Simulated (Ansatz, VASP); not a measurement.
KF: VASP beside Ansatz

```xyz
2
Lattice="0.0000 2.5817 2.4849 2.4462 0.0000 2.4849 2.4462 2.5817 0.0000" Properties=species:S:1:pos:R:3 pbc="T T T"
K     0.0000    0.0000    0.0000
F     2.4462    2.5817    2.4849
```

Change from the starting cell: normal strain along x -0.0525, normal strain along z -0.0375.

Alike in both runs: task single point; functional LDA; k mesh 8 × 8 × 8; occupations gaussian, width 0.05 eV; no spin polarisation.

|  | VASP | Ansatz |
| --- | --- | --- |
| version | VASP 6.6.1 | Ansatz 0.2.0 |
| potentials or method | VASP PAW LDA potentials, release 64 (K_sv, F), cutoff 520 eV | scalar-relativistic, plane waves, PAW |
| valence electrons in the cell | 16 | 16 |

```csv
,VASP,Ansatz,Ansatz less VASP
gap on the k mesh at the Fermi level (eV),6.75,6.77,+0.022
least direct gap on the mesh (eV),6.79,6.82,+0.023
pressure (GPa),5.9,5.4,-0.46
"traceless stress, the component that is largest in VASP (GPa)",-3.85,-3.67,+0.184
```

LDA's correlation is that of Perdew and Zunger in VASP and of Perdew and Wang (1992) in Ansatz.
